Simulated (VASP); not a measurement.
# HfO2 (Fm-3m) in VASP: further runs

HfO2 is run at these levels: PBE; tasks: density of states, vibrations by perturbation theory, elastic constants.

Program: VASP 6.6.1. These are calculated values, not measurements. Logs are shortened: lines on timing, memory, paths and dates and some standing lists are left out, and cuts for length are marked.

### Step 1. The cell of the first run

The structure is cubic, space group Fm-3m (No. 225). The conventional cell has a = 5.098 Å, b = 5.098 Å, c = 5.098 Å, α = 90.00°, β = 90.00°, γ = 90.00°. Hf (site symmetry m-3m) has 8 O at 2.21 Å within 2.9 Å. Within 2.9 Å of O (site symmetry -43m) lie 4 Hf at 2.21 Å and 6 O at 2.55 Å.

### Step 2. Density of states, PBE

The input, POSCAR:

```
HfO2
1.0
    0.0000000000      2.5488057759      2.5488057759
    2.5488057759      0.0000000000      2.5488057759
    2.5488057759      2.5488057759      0.0000000000
Hf O
1 2
Direct
    0.0000000000      0.0000000000      0.0000000000
    0.2500000000      0.2500000000      0.2500000000
    0.7500000000      0.7500000000      0.7500000000
```

The input, INCAR.step1:

```
SYSTEM = HfO2
PREC = Accurate ; ENCUT = 520
EDIFF = 1E-6 ; ISMEAR = 0
SIGMA = 0.02 ; LREAL = .False.
LASPH = .True. ; NELM = 100
ALGO = Normal ; ISIF = 2
LWAVE = .False. ; LCHARG = .True.
LMAXMIX = 4 ; GGA = PE
NBANDS = 18
```

The input, KPOINTS.step1:

```
Automatic mesh
0
Gamma
  8 8 8
  0 0 0
```

The input, INCAR.step2:

```
SYSTEM = HfO2
PREC = Accurate ; ENCUT = 520
EDIFF = 1E-6 ; ISMEAR = -5
SIGMA = 0.02 ; LREAL = .False.
LASPH = .True. ; NELM = 100
ALGO = Normal ; ISIF = 2
LWAVE = .False. ; LCHARG = .False.
LMAXMIX = 4 ; GGA = PE
LORBIT = 10 ; NBANDS = 18
NEDOS = 2001 ; ICHARG = 11
```

The input, KPOINTS.step2:

```
Automatic mesh
0
Gamma
  12 12 12
  0 0 0
```

Potentials or basis: VASP PAW PBE potentials, release 64 (Hf_pv, O).

Command:

```
$ cat potpaw_PBE.64/Hf_pv/POTCAR potpaw_PBE.64/O/POTCAR > POTCAR
$ cp INCAR.step1 INCAR
$ cp KPOINTS.step1 KPOINTS
$ mpirun -np 1 vasp_std > vasp.out
$ cp INCAR.step2 INCAR
$ cp KPOINTS.step2 KPOINTS
$ mpirun -np 1 vasp_std > vasp.out
```

OUTCAR:

```text
SYSTEM = HfO2
   PREC = Accurate
   ENCUT = 520
   EDIFF = 1E-6
   ISMEAR = -5
   LREAL = .False.
   LASPH = .True.
   NELM = 100
   ISIF = 2
   GGA = PE
   LORBIT = 10
   ICHARG = 11

 ion  position               nearest neighbor table
   1  0.000  0.000  0.000-   3 2.21   3 2.21   3 2.21   2 2.21   3 2.21   2 2.21   2 2.21   2 2.21

   2  0.250  0.250  0.250-   1 2.21   1 2.21   1 2.21   1 2.21
   3  0.750  0.750  0.750-   1 2.21   1 2.21   1 2.21   1 2.21

  LATTYP: Found a face centered cubic cell.
 ALAT       =     5.0976115518

  Lattice vectors:

 A1 = (   0.0000000000,   2.5488057759,   2.5488057759)
 A2 = (   2.5488057759,   0.0000000000,   2.5488057759)
 A3 = (   2.5488057759,   2.5488057759,   0.0000000000)

Analysis of symmetry for initial positions (statically):
=====================================================================
 Subroutine PRICEL returns:
 Original cell was already a primitive cell.

 Routine SETGRP: Setting up the symmetry group for a
 face centered cubic supercell.

 Subroutine GETGRP returns: Found 48 space group operations
 (whereof 48 operations were pure point group operations)
 out of a pool of 48 trial point group operations.

The static configuration has the point symmetry O_h .

Analysis of symmetry for dynamics (positions and initial velocities):
=====================================================================
 Subroutine PRICEL returns:
 Original cell was already a primitive cell.

 Routine SETGRP: Setting up the symmetry group for a
 face centered cubic supercell.

 Subroutine GETGRP returns: Found 48 space group operations
 (whereof 48 operations were pure point group operations)
 out of a pool of 48 trial point group operations.

The dynamic configuration has the point symmetry O_h .

 Subroutine INISYM returns: Found 48 space group operations
 (whereof 48 operations are pure point group operations),
 and found     1 'primitive' translations

----------------------------------------------------------------------------------------

                                     Primitive cell

  volume of cell :      33.1162

  direct lattice vectors                    reciprocal lattice vectors
     0.000000000  2.548805776  2.548805776    -0.196170302  0.196170302  0.196170302
     2.548805776  0.000000000  2.548805776     0.196170302 -0.196170302  0.196170302
     2.548805776  2.548805776  0.000000000     0.196170302  0.196170302 -0.196170302

  length of vectors
     3.604555696  3.604555696  3.604555696     0.339776931  0.339776931  0.339776931

  position of ions in fractional coordinates (direct lattice)
     0.000000000  0.000000000  0.000000000
     0.250000000  0.250000000  0.250000000
     0.750000000  0.750000000  0.750000000

  ion indices of the primitive-cell ions
   primitive index   ion index
                 1           1
                 2           2
                 3           3

----------------------------------------------------------------------------------------

 KPOINTS: Automatic mesh

Automatic generation of k-mesh.
 Grid dimensions read from file:
 generate k-points for:   12   12   12

 Generating k-lattice:

  Cartesian coordinates                     Fractional coordinates (reciprocal lattice)
    -0.016347525  0.016347525  0.016347525     0.083333333  0.000000000  0.000000000
     0.016347525 -0.016347525  0.016347525     0.000000000  0.083333333  0.000000000
     0.016347525  0.016347525 -0.016347525     0.000000000  0.000000000  0.083333333

  Length of vectors
     0.028314744  0.028314744  0.028314744

  Shift w.r.t. Gamma in fractional coordinates (k-lattice)
     0.000000000  0.000000000  0.000000000

 TETIRR: Found    247 inequivalent tetrahedra from    10368

 Subroutine IBZKPT returns following result:
 ===========================================

 Found     72 irreducible k-points:

 Following reciprocal coordinates:
            Coordinates               Weight
  0.000000  0.000000  0.000000      1.000000
  0.083333  0.000000  0.000000      8.000000
  0.166667  0.000000  0.000000      8.000000
  0.250000  0.000000  0.000000      8.000000
  0.333333  0.000000  0.000000      8.000000
  0.416667  0.000000  0.000000      8.000000
[... 16 lines left out ...]
  0.500000  0.166667  0.000000     24.000000
 -0.416667  0.166667  0.000000     24.000000
 [... further k-points ...]
   k-points           NKPTS =     72   k-points in BZ     NKDIM =     72   number of bands    NBANDS=     18
   number of dos      NEDOS =   2001   number of ions     NIONS =      3
   total plane-waves  NPLWV =  21952
   dimension x,y,z NGX =    28 NGY =   28 NGZ =   28
   dimension x,y,z NGXF=    56 NGYF=   56 NGZF=   56
   ions per type =               1   2
   NGX,Y,Z   is equivalent  to a cutoff of  12.91, 12.91, 12.91 a.u.
   NGXF,Y,Z  is equivalent  to a cutoff of  25.83, 25.83, 25.83 a.u.
 SYSTEM =  HfO2
   PREC   = accura    normal or accurate (medium, high low for compatibility)
   ISTART =      0    job   : 0-new  1-cont  2-samecut
   ICHARG =     11    charge: 1-file 2-atom 10-const
   ISPIN  =      1    spin polarized calculation?
   LNONCOLLINEAR =      F non collinear calculations
   LSORBIT =      F    spin-orbit coupling
   LASPH  =      T    aspherical Exc in radial PAW
   ENCUT  =  520.0 eV  38.22 Ry    6.18 a.u.   6.70  6.70  6.70*2*pi/ulx,y,z
   NELM   =    100;   NELMIN=  2; NELMDL=  0     # of ELM steps
   EDIFF  = 0.1E-05   stopping-criterion for ELM
   LREAL  =      F    real-space projection
   EDIFFG = 0.1E-04   stopping-criterion for IOM
   NSW    =      0    number of steps for IOM
   IBRION =     -1    ionic relax: 0-MD 1-quasi-New 2-CG
   NFREE  =      0    steps in history (QN), initial steepest desc. (CG)
   ISIF   =      2    stress and relaxation
   ISYM   =      2    0-nonsym 1-usesym 2-fastsym
   POTIM  = 0.5000    time-step for ionic-motion
   TEBEG  =    0.0;   TEEND  =   0.0 temperature during run
   PSTRESS=    0.0 pullay stress
   NELECT =      22.0000    total number of electrons
   NUPDOWN=      -1.0000    fix difference up-down
   EMIN   =  10.00;   EMAX   =-10.00  energy-range for DOS
   EFERMI =   0.00;   METHOD = LEGACY
   ISMEAR =    -5;   SIGMA  =   0.02  broadening in eV -4-tet -1-fermi 0-gaus
   EFERMI_NEDOS =   21; number of points for ismear=-14 and -15
   IALGO  =     38    algorithm
   IMIX   =      4    mixing-type and parameters
     AMIX     =   0.40;   BMIX     =  1.00
     AMIX_MAG =   1.60;   BMIX_MAG =  1.00
  volume/ion in A,a.u.               =      11.04        74.49
  Fermi-wavevector in a.u.,A,eV,Ry     =   1.428463  2.699404 27.762775  2.040506
  Thomas-Fermi vector in A             =   2.548522
   LORBIT       =     10    0 simple, 1 ext, 2 COOP (PROOUT), +10 PAW based schemes
   GGA     = PE    functional components
   LHFCALC =     F    Hartree Fock is set to
   AEXX    =    0.0000 exact exchange contribution
   IVDW    =     0    specifies the selected vdW correction
   LEPSILON=     F    determine dielectric tensor
   LRPA    =     F    only Hartree local field effects (RPA)
 non-spin polarized calculation
 Fermi weights with tetrahedron method with Bloechl corrections
  energy-cutoff  :      520.00
  volume of cell :       33.12
 maximum number of plane-waves:       911

 number of electron      21.9999992 magnetization

 Free energy of the ion-electron system (eV)
  ---------------------------------------------------
  ext. energy  EPLUGINS =         0.00000000
  ---------------------------------------------------
  free energy    TOTEN  =       -30.24333642 eV

  energy without entropy =      -30.24333642  energy(sigma->0) =      -30.24333642

 E-fermi :   4.1493     XC(G=0): -11.7515

 val. band max:        4.1406809453   @ k =   0.5000   0.5000   0.0000
 cond. band min:       7.8979293976   @ k =   0.5000   0.5000   0.0000
 fundamental gap:      3.7572484523
 Fermi energy:         4.1492995581

 k-point     1 :       0.0000    0.0000    0.0000
  band No.  band energies     occupation
      1     -25.6222      2.00000
      2     -25.6222      2.00000
      3     -25.6222      2.00000
      4     -14.4906      2.00000
      5     -11.5383      2.00000
      6      -1.1025      2.00000
[... 10 lines left out ...]
     17      14.3583      0.00000
     18      17.6111      0.00000

 k-point     2 :       0.0833    0.0000    0.0000
  band No.  band energies     occupation
      1     -25.6508      2.00000
      2     -25.6253      2.00000
      3     -25.6253      2.00000
      4     -14.3992      2.00000
      5     -11.6147      2.00000
      6      -1.0355      2.00000
[... 10 lines left out ...]
     17      14.2361      0.00000
     18      17.5371      0.00000

 k-point     3 :       0.1667    0.0000    0.0000
  band No.  band energies     occupation
      1     -25.7275      2.00000
      2     -25.6338      2.00000
      3     -25.6338      2.00000
      4     -14.1498      2.00000
      5     -11.8083      2.00000
      6      -0.8494      2.00000
[... 10 lines left out ...]
     17      13.9462      0.00000
     18      17.3252      0.00000

 k-point     4 :       0.2500    0.0000    0.0000
  band No.  band energies     occupation
      1     -25.8290      2.00000
      2     -25.6454      2.00000
      3     -25.6454      2.00000
      4     -13.8149      2.00000
      5     -12.0344      2.00000
      6      -0.5899      2.00000
[... 375 lines left out ...]
      4     -13.1832      2.00000
      5     -12.3684      2.00000
      6      -0.4307      2.00000
[... 10 lines left out ...]
     17      14.3180      0.00000
     18      16.7492      0.00000

 k-point    23 :       0.5000    0.1667    0.0000
  band No.  band energies     occupation
      1     -25.9833      2.00000
      2     -25.7339      2.00000
      3     -25.6856      2.00000
      4     -13.0758      2.00000
      5     -12.3693      2.00000
      6      -0.5203      2.00000
[... 10 lines left out ...]
     17      14.4840      0.00000
     18      16.7415      0.00000

 k-point    24 :      -0.4167    0.1667    0.0000
  band No.  band energies     occupation
      1     -25.9842      2.00000
      2     -25.7468      2.00000
      3     -25.6798      2.00000
      4     -13.0696      2.00000
      5     -12.3609      2.00000
      6      -0.5626      2.00000
[... 10 lines left out ...]
     17      14.5055      0.00000
     18      16.7414      0.00000

 [... further k-points ...]
[... 5 lines left out ...]
  --------------------------------------------------------------------------------------
  -------------------------------------------------------------------------------------
  Total       -0.7520287     -0.7520287     -0.7520287      0.0000000      0.0000000     -0.0000000
  in kB      -36.3835228    -36.3835228    -36.3835228      0.0000000      0.0000000     -0.0000000
  external PRESSURE =     -36.3835228 kB  Pullay stress =       0.0000000 kB

 VOLUME and BASIS-vectors are now :
 -----------------------------------------------------------------------------
  energy-cutoff  :      520.00
  volume of cell :       33.12
      direct lattice vectors                 reciprocal lattice vectors
     0.000000000  2.548805776  2.548805776    -0.196170302  0.196170302  0.196170302
     2.548805776  0.000000000  2.548805776     0.196170302 -0.196170302  0.196170302
     2.548805776  2.548805776  0.000000000     0.196170302  0.196170302 -0.196170302

 POSITION                                       TOTAL-FORCE (eV/Angst)
 -----------------------------------------------------------------------------------
      0.00000      0.00000      0.00000        -0.000000     -0.000000     -0.000000
      1.27440      1.27440      1.27440        -0.000000     -0.000000     -0.000000
      3.82321      3.82321      3.82321         0.000000      0.000000      0.000000
 -----------------------------------------------------------------------------------
    total drift:                                0.000000      0.000000      0.000000

  FREE ENERGIE OF THE ION-ELECTRON SYSTEM (eV)
  ---------------------------------------------------
  free  energy   TOTEN  =       -30.2433364161 eV

  energy  without entropy=      -30.2433364161  energy(sigma->0) =      -30.24333642

 total charge

# of ion       s       p       d       tot
------------------------------------------
    1        0.289   6.554   1.338   8.180
    2        1.560   3.544   0.000   5.104
    3        1.560   3.544   0.000   5.104
--------------------------------------------------
tot          3.409  13.641   1.338  18.388
```

It took 18 s on 1 thread of Intel Xeon 6975P-C (Granite Rapids), shared host; peak memory 0.17 GiB.

What came out:

```
Valence electrons inside the program's atomic spheres : Hf 8.18; O 5.10
```

Caveat: spin-orbit coupling is left out, which moves the levels of the heavy elements.

(Continued in part 2 of 2.)
